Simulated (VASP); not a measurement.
# Ti (P6_3/mmc) in VASP: notebook

The runs below take Ti through relaxation of the atoms, with PBE.

All numbers are computed with VASP 6.6.1; they aren't measurements. Logs are shortened: lines on timing, memory, paths and dates and some standing lists are left out, and cuts for length are marked.

### Step 1. The cell of the first run

The structure is hexagonal, space group P6_3/mmc (No. 194). The conventional cell has a = 2.910 Å, b = 2.910 Å, c = 4.623 Å, α = 90.00°, β = 90.00°, γ = 120.00°. Within 3.8 Å of Ti (site symmetry -6m2) lie 12 Ti at 2.86 to 2.91 Å.

### Step 2. Relaxation of the atoms, PBE (16.95 Å³/atom)

Contents of INCAR:

```
PREC = Accurate
ENCUT = 450
EDIFF = 1E-7
ISMEAR = -1
SIGMA = 0.05
LREAL = False
LASPH = True
NELM = 120
ALGO = Normal
ISIF = 2
LWAVE = False
LCHARG = False
GGA = PE
IBRION = 2
NSW = 80
EDIFFG = -0.02
GGA_COMPAT = False
NELMIN = 4
```

Contents of KPOINTS:

```
Automatic mesh
0
Gamma
  18 18 10
```

Contents of POSCAR:

```
Ti
1.0
    2.9101281370      0.0000000000      0.0000000000
   -1.4550640685      2.5202448949      0.0000000000
    0.0000000000      0.0000000000      4.6226679121
Ti
2
Direct
    0.3333333333      0.6666666667      0.2500000000
    0.6666666667      0.3333333333      0.7500000000
```

Potentials or basis: VASP PAW PBE potentials, release 64 (Ti_sv).

Run with:

```
cat potpaw_PBE.64/Ti_sv/POTCAR > POTCAR
mpirun -np 1 vasp_std > vasp.out
```

OUTCAR:

```text
PREC = Accurate
   ENCUT = 450
   EDIFF = 1E-7
   ISMEAR = -1
   LREAL = False
   LASPH = True
   NELM = 120
   ISIF = 2
   GGA = PE
   IBRION = 2
   NSW = 80
   EDIFFG = -0.02
   NELMIN = 4

 ion  position               nearest neighbor table
   1  0.333  0.667  0.250-   2 2.86   2 2.86   2 2.86   2 2.86   2 2.86   2 2.86
   2  0.667  0.333  0.750-   1 2.86   1 2.86   1 2.86   1 2.86   1 2.86   1 2.86

  LATTYP: Found a hexagonal cell.
 ALAT       =     2.9101281370
 C/A-ratio  =     1.5884757284

  Lattice vectors:

 A1 = (   2.9101281370,   0.0000000000,   0.0000000000)
 A2 = (  -1.4550640685,   2.5202448949,   0.0000000000)
 A3 = (   0.0000000000,   0.0000000000,   4.6226679121)

Analysis of symmetry for initial positions (statically):
=====================================================================
 Subroutine PRICEL returns:
 Original cell was already a primitive cell.

 Routine SETGRP: Setting up the symmetry group for a
 hexagonal supercell.

 Subroutine GETGRP returns: Found 24 space group operations
 (whereof 12 operations were pure point group operations)
 out of a pool of 24 trial point group operations.

The static configuration has the point symmetry D_3d.
 The point group associated with its full space group is D_6h.

Analysis of symmetry for dynamics (positions and initial velocities):
=====================================================================
 Subroutine PRICEL returns:
 Original cell was already a primitive cell.

 Routine SETGRP: Setting up the symmetry group for a
 hexagonal supercell.

 Subroutine GETGRP returns: Found 24 space group operations
 (whereof 12 operations were pure point group operations)
 out of a pool of 24 trial point group operations.

The dynamic configuration has the point symmetry D_3d.
 The point group associated with its full space group is D_6h.

 Subroutine INISYM returns: Found 24 space group operations
 (whereof 12 operations are pure point group operations),
 and found     1 'primitive' translations

----------------------------------------------------------------------------------------

                                     Primitive cell

  volume of cell :      33.9037

  direct lattice vectors                    reciprocal lattice vectors
     2.910128137  0.000000000  0.000000000     0.343627481  0.198393418  0.000000000
    -1.455064069  2.520244895  0.000000000     0.000000000  0.396786837  0.000000000
     0.000000000  0.000000000  4.622667912     0.000000000  0.000000000  0.216325295

  length of vectors
     2.910128137  2.910128137  4.622667912     0.396786837  0.396786837  0.216325295

  position of ions in fractional coordinates (direct lattice)
     0.333333333  0.666666667  0.250000000
     0.666666667  0.333333333  0.750000000

  ion indices of the primitive-cell ions
   primitive index   ion index
                 1           1
                 2           2

----------------------------------------------------------------------------------------

 KPOINTS: Automatic mesh

Automatic generation of k-mesh.
 Grid dimensions read from file:
 generate k-points for:   18   18   10

 Generating k-lattice:

  Cartesian coordinates                     Fractional coordinates (reciprocal lattice)
     0.019090416  0.011021857  0.000000000     0.055555556  0.000000000  0.000000000
     0.000000000  0.022043713  0.000000000     0.000000000  0.055555556  0.000000000
     0.000000000  0.000000000  0.021632530     0.000000000  0.000000000  0.100000000

  Length of vectors
     0.022043713  0.022043713  0.021632530

  Shift w.r.t. Gamma in fractional coordinates (k-lattice)
     0.000000000  0.000000000  0.000000000

 Subroutine IBZKPT returns following result:
 ===========================================

 Found    222 irreducible k-points:

 Following reciprocal coordinates:
            Coordinates               Weight
  0.000000  0.000000  0.000000      1.000000
  0.055556 -0.000000  0.000000      6.000000
  0.111111 -0.000000  0.000000      6.000000
  0.166667  0.000000  0.000000      6.000000
  0.222222  0.000000  0.000000      6.000000
  0.277778 -0.000000  0.000000      6.000000
[... 16 lines left out ...]
  0.333333  0.111111  0.000000     12.000000
  0.388889  0.111111  0.000000     12.000000
 [... further k-points ...]
   k-points           NKPTS =    222   k-points in BZ     NKDIM =    222   number of bands    NBANDS=     16
   number of dos      NEDOS =    301   number of ions     NIONS =      2
   total plane-waves  NPLWV =  12800
   dimension x,y,z NGX =    20 NGY =   20 NGZ =   32
   dimension x,y,z NGXF=    40 NGYF=   40 NGZF=   64
   ions per type =               2
   NGX,Y,Z   is equivalent  to a cutoff of  11.43, 11.43, 11.51 a.u.
   NGXF,Y,Z  is equivalent  to a cutoff of  22.85, 22.85, 23.02 a.u.
 SYSTEM =  unknown system
   PREC   = accura    normal or accurate (medium, high low for compatibility)
   ISTART =      0    job   : 0-new  1-cont  2-samecut
   ICHARG =      2    charge: 1-file 2-atom 10-const
   ISPIN  =      1    spin polarized calculation?
   LNONCOLLINEAR =      F non collinear calculations
   LSORBIT =      F    spin-orbit coupling
   LASPH  =      T    aspherical Exc in radial PAW
   ENCUT  =  450.0 eV  33.07 Ry    5.75 a.u.   5.03  5.03  8.00*2*pi/ulx,y,z
   NELM   =    120;   NELMIN=  4; NELMDL= -5     # of ELM steps
   EDIFF  = 0.1E-06   stopping-criterion for ELM
   LREAL  =      F    real-space projection
   EDIFFG = -.2E-01   stopping-criterion for IOM
   NSW    =     80    number of steps for IOM
   IBRION =      2    ionic relax: 0-MD 1-quasi-New 2-CG
   NFREE  =      1    steps in history (QN), initial steepest desc. (CG)
   ISIF   =      2    stress and relaxation
   ISYM   =      2    0-nonsym 1-usesym 2-fastsym
   POTIM  = 0.5000    time-step for ionic-motion
   TEBEG  =    0.0;   TEEND  =   0.0 temperature during run
   PSTRESS=    0.0 pullay stress
   NELECT =      24.0000    total number of electrons
   NUPDOWN=      -1.0000    fix difference up-down
   EMIN   =  10.00;   EMAX   =-10.00  energy-range for DOS
   EFERMI =   0.00;   METHOD = LEGACY
   ISMEAR =    -1;   SIGMA  =   0.05  broadening in eV -4-tet -1-fermi 0-gaus
   EFERMI_NEDOS =   21; number of points for ismear=-14 and -15
   IALGO  =     38    algorithm
   IMIX   =      4    mixing-type and parameters
     AMIX     =   0.40;   BMIX     =  1.00
     AMIX_MAG =   1.60;   BMIX_MAG =  1.00
  volume/ion in A,a.u.               =      16.95       114.40
  Fermi-wavevector in a.u.,A,eV,Ry     =   1.459025  2.757157 28.963455  2.128754
  Thomas-Fermi vector in A             =   2.575641
   LORBIT       =      0    0 simple, 1 ext, 2 COOP (PROOUT), +10 PAW based schemes
   GGA     = PE    functional components
   LHFCALC =     F    Hartree Fock is set to
   AEXX    =    0.0000 exact exchange contribution
   IVDW    =     0    specifies the selected vdW correction
   LEPSILON=     F    determine dielectric tensor
   LRPA    =     F    only Hartree local field effects (RPA)
 conjugate gradient relaxation of ions
 non-spin polarized calculation
  energy-cutoff  :      450.00
  volume of cell :       33.90
 maximum number of plane-waves:       758
   NGX = 11   NGY = 11   NGZ = 15

 number of electron      24.0000007 magnetization

 Free energy of the ion-electron system (eV)
  ---------------------------------------------------
  ext. energy  EPLUGINS =         0.00000000
  ---------------------------------------------------
  free energy    TOTEN  =       -15.66876129 eV

  energy without entropy =      -15.65233536  energy(sigma->0) =      -15.66054832

 E-fermi :   8.6011     XC(G=0): -11.6123

 val. band max:        8.5978336534   @ k =   0.3333   0.1667   0.4000
 cond. band min:       8.6015681888   @ k =   0.2778   0.2778   0.4000
 fundamental gap:      0.0037345353
 Fermi energy:         8.6010732929

 k-point     1 :       0.0000    0.0000    0.0000
  band No.  band energies     occupation
      1     -48.2199      2.00000
      2     -48.0707      2.00000
      3     -24.8360      2.00000
      4     -24.1439      2.00000
      5     -24.1439      2.00000
      6     -24.0747      2.00000
[... 8 lines left out ...]
     15       9.8995      0.00000
     16       9.8995      0.00000

 k-point     2 :       0.0556   -0.0000    0.0000
  band No.  band energies     occupation
      1     -48.2166      2.00000
      2     -48.0693      2.00000
      3     -24.8287      2.00000
      4     -24.1593      2.00000
      5     -24.1491      2.00000
      6     -24.0778      2.00000
[... 8 lines left out ...]
     15       9.8531      0.00000
     16       9.9559      0.00000

 k-point     3 :       0.1111   -0.0000    0.0000
  band No.  band energies     occupation
      1     -48.2067      2.00000
      2     -48.0655      2.00000
      3     -24.8070      2.00000
      4     -24.2035      2.00000
      5     -24.1635      2.00000
      6     -24.0989      2.00000
[... 8 lines left out ...]
     15       9.8756      0.00000
     16      10.0887      0.00000

 k-point     4 :       0.1667    0.0000    0.0000
  band No.  band energies     occupation
      1     -48.1913      2.00000
      2     -48.0598      2.00000
      3     -24.7726      2.00000
      4     -24.2716      2.00000
      5     -24.1851      2.00000
      6     -24.1674      2.00000
[... 8 lines left out ...]
     15       9.9361      0.00000
     16       9.9390      0.00000

 k-point     5 :       0.2222    0.0000    0.0000
  band No.  band energies     occupation
      1     -48.1718      2.00000
      2     -48.0533      2.00000
      3     -24.7275      2.00000
      4     -24.3557      2.00000
      5     -24.2494      2.00000
      6     -24.2108      2.00000
[... 8 lines left out ...]
     15       9.7684      0.00000
     16      10.3334      0.00000

 k-point     6 :       0.2778   -0.0000    0.0000
  band No.  band energies     occupation
      1     -48.1503      2.00000
      2     -48.0472      2.00000
      3     -24.6749      2.00000
      4     -24.4458      2.00000
      5     -24.3343      2.00000
      6     -24.2374      2.00000
[... 8 lines left out ...]
     15       9.6017      0.00000
     16      10.7920      0.00000

 k-point     7 :       0.3333    0.0000    0.0000
  band No.  band energies     occupation
      1     -48.1285      2.00000
      2     -48.0428      2.00000
      3     -24.6188      2.00000
      4     -24.5307      2.00000
      5     -24.4122      2.00000
      6     -24.2619      2.00000
[... 8 lines left out ...]
     15       9.4530      0.00000
     16      11.2658      0.00000

 k-point     8 :       0.3889    0.0000    0.0000
  band No.  band energies     occupation
      1     -48.1093      2.00000
      2     -48.0408      2.00000
      3     -24.6000      2.00000
      4     -24.5650      2.00000
      5     -24.4745      2.00000
      6     -24.2815      2.00000
[... 8 lines left out ...]
     15       9.6015      0.00000
     16      11.6811      0.00000

 k-point     9 :       0.4444    0.0000    0.0000
  band No.  band energies     occupation
      1     -48.0953      2.00000
      2     -48.0408      2.00000
      3     -24.6452      2.00000
      4     -24.5224      2.00000
      5     -24.5146      2.00000
      6     -24.2941      2.00000
[... 8 lines left out ...]
     15       9.7466      0.00000
     16      11.9560      0.00000
[... 172 lines left out ...]
 k-point    19 :       0.1111    0.1111    0.0000
  band No.  band energies     occupation
      1     -48.1827      2.00000
      2     -48.0568      2.00000
      3     -24.7527      2.00000
      4     -24.2919      2.00000
      5     -24.2482      2.00000
      6     -24.1594      2.00000
[... 8 lines left out ...]
     15      10.0516      0.00000
     16      10.1183      0.00000

 k-point    20 :       0.1667    0.1111    0.0000
  band No.  band energies     occupation
      1     -48.1642      2.00000
      2     -48.0509      2.00000
      3     -24.7089      2.00000
      4     -24.3606      2.00000
      5     -24.3158      2.00000
      6     -24.1948      2.00000
[... 8 lines left out ...]
     15       9.9314      0.00000
     16      10.3321      0.00000

 k-point    21 :       0.2222    0.1111    0.0000
  band No.  band energies     occupation
      1     -48.1435      2.00000
      2     -48.0455      2.00000
      3     -24.6577      2.00000
      4     -24.4423      2.00000
      5     -24.3770      2.00000
      6     -24.2349      2.00000
[... 8 lines left out ...]
     15       9.7624      0.00000
     16      10.6205      0.00000

 k-point    22 :       0.2778    0.1111    0.0000
  band No.  band energies     occupation
      1     -48.1226      2.00000
      2     -48.0420      2.00000
      3     -24.6028      2.00000
      4     -24.5215      2.00000
      5     -24.4307      2.00000
      6     -24.2733      2.00000
[... 8 lines left out ...]
     15       9.5728      0.00000
     16      10.9817      0.00000

 k-point    23 :       0.3333    0.1111    0.0000
  band No.  band energies     occupation
      1     -48.1039      2.00000
      2     -48.0405      2.00000
      3     -24.5861      2.00000
      4     -24.5495      2.00000
      5     -24.4738      2.00000
      6     -24.3044      2.00000
[... 8 lines left out ...]
     15       9.6287      0.00000
     16      11.3987      0.00000

 k-point    24 :       0.3889    0.1111    0.0000
  band No.  band energies     occupation
      1     -48.0901      2.00000
      2     -48.0412      2.00000
      3     -24.6282      2.00000
      4     -24.5065      2.00000
      5     -24.5020      2.00000
      6     -24.3244      2.00000
[... 8 lines left out ...]
     15       9.7870      0.00000
     16      11.7970      0.00000

 [... further k-points ...]

------------------------ aborting loop because EDIFF is reached ----------------------------------------

  FORCE on cell =-STRESS in cart. coord.  units (eV):
  Direction    XX          YY          ZZ          XY          YZ          ZX
  --------------------------------------------------------------------------------------
  -------------------------------------------------------------------------------------
  Total        0.5164509      0.5164509      0.4331115     -0.0000000      0.0000000      0.0000000
  in kB       24.4057451     24.4057451     20.4674021     -0.0000000      0.0000000      0.0000000
  external PRESSURE =      23.0929641 kB  Pullay stress =       0.0000000 kB

 VOLUME and BASIS-vectors are now :
 -----------------------------------------------------------------------------
  energy-cutoff  :      450.00
  volume of cell :       33.90
      direct lattice vectors                 reciprocal lattice vectors
     2.910128137  0.000000000  0.000000000     0.343627481  0.198393418  0.000000000
    -1.455064069  2.520244895  0.000000000     0.000000000  0.396786837  0.000000000
     0.000000000  0.000000000  4.622667912     0.000000000  0.000000000  0.216325295

 POSITION                                       TOTAL-FORCE (eV/Angst)
 -----------------------------------------------------------------------------------
     -0.00000      1.68016      1.15567        -0.000000      0.000000      0.000000
      1.45506      0.84008      3.46700         0.000000     -0.000000      0.000000
 -----------------------------------------------------------------------------------
    total drift:                               -0.000000      0.000000     -0.000000

  FREE ENERGIE OF THE ION-ELECTRON SYSTEM (eV)
  ---------------------------------------------------
  free  energy   TOTEN  =       -15.6687612872 eV

  energy  without entropy=      -15.6523353598  energy(sigma->0) =      -15.66054832

 reached required accuracy - stopping structural energy minimisation
```

Run time: 50 s. Hardware: 1 thread of Intel Xeon Platinum 8488C (Sapphire Rapids), shared host; peak memory 0.2 GiB.

Results:

* Free energy: -15.6688 eV
* Pressure after relaxing: 2.3 GPa
* Band gap on the k mesh: zero (bands 12 and 13 overlap by 1.12 eV)

Stress tensor (GPa, compression positive):
```
2.44 0.00 0.00
0.00 2.44 0.00
0.00 0.00 2.05
```

Final structure:
```cif
data_structure
_symmetry_space_group_name_H-M 'P 1'
_symmetry_Int_Tables_number 1
_cell_length_a 2.9101
_cell_length_b 2.9101
_cell_length_c 4.6227
_cell_angle_alpha 90.000
_cell_angle_beta 90.000
_cell_angle_gamma 120.000
_cell_volume 33.90
loop_
_atom_site_label
_atom_site_type_symbol
_atom_site_fract_x
_atom_site_fract_y
_atom_site_fract_z
_atom_site_occupancy
Ti1 Ti 0.33333 0.66667 0.25000 1
Ti2 Ti 0.66667 0.33333 0.75000 1
```

Caveat: the relaxation stopped at its first step, so nothing moved.

### Step 3. Relaxation of the atoms, PBE

This run uses another cell than the first one, of 17.66 Å³/atom.

Contents of INCAR:

```
  PREC = Accurate
  ENCUT = 450
  EDIFF = 1E-7
  ISMEAR = -1
  SIGMA = 0.05
  LREAL = False
  LASPH = True
  NELM = 120
  ALGO = Normal
  ISIF = 2
  LWAVE = False
  LCHARG = False
  GGA = PE
  IBRION = 2
  NSW = 80
  EDIFFG = -0.02
  GGA_COMPAT = False
  NELMIN = 4
```

Contents of KPOINTS:

```
regular mesh
0
Gamma
  18 18 10
```

Contents of POSCAR:

```
Ti
1.0
    2.9499978604      0.0000000000      0.0000000000
   -1.4749989302      2.5547730882      0.0000000000
    0.0000000000      0.0000000000      4.6860000000
Ti
2
Direct
    0.3333333333      0.6666666667      0.2500000000
    0.6666666667      0.3333333333      0.7500000000
```

Potentials or basis: VASP PAW PBE potentials, release 64 (Ti_sv).

Run with:

```
cat potpaw_PBE.64/Ti_sv/POTCAR > POTCAR
mpirun -np 1 vasp_std > vasp.out
```

Run time: 1.9 min. Hardware: 1 thread of Intel Xeon Platinum 8259CL at 2.50GHz (Skylake/Cascade Lake), shared host; peak memory 0.2 GiB.

Results (log left out):

* Free energy: -15.6724 eV
* Pressure after relaxing: -2.2 GPa
* Band gap on the k mesh: zero (bands 12 and 13 overlap by 1.10 eV)

Stress tensor (GPa, compression positive):
```
-2.08  0.00  0.00
 0.00 -2.08  0.00
 0.00  0.00 -2.58
```

Final structure:
```
Ti
1.0
     2.95000    0.00000    0.00000
    -1.47500    2.55477    0.00000
     0.00000    0.00000    4.68600
Ti
2
Direct
  0.33333 0.66667 0.25000
  0.66667 0.33333 0.75000
```

Levels at points of the mesh, in eV from the Fermi level:
| k point | band 10 | band 11 | band 12 | band 13 | band 14 | band 15 |
| --- | --- | --- | --- | --- | --- | --- |
| (0.00, 0.00, 0.00) | -2.65 | 0.70 | 0.76 | 0.76 | 0.85 | 1.25 |
| (0.50, 0.00, 0.00) | -2.11 | -1.81 | -0.64 | 0.49 | 0.60 | 1.14 |
| (0.00, 0.00, 0.50) | -4.34 | 0.07 | 0.07 | 0.68 | 0.68 | 0.68 |
| (0.50, 0.00, 0.50) | -2.50 | -0.80 | -0.80 | 1.28 | 1.28 | 1.70 |

Caveat: the relaxation stopped at its first step, so nothing moved.
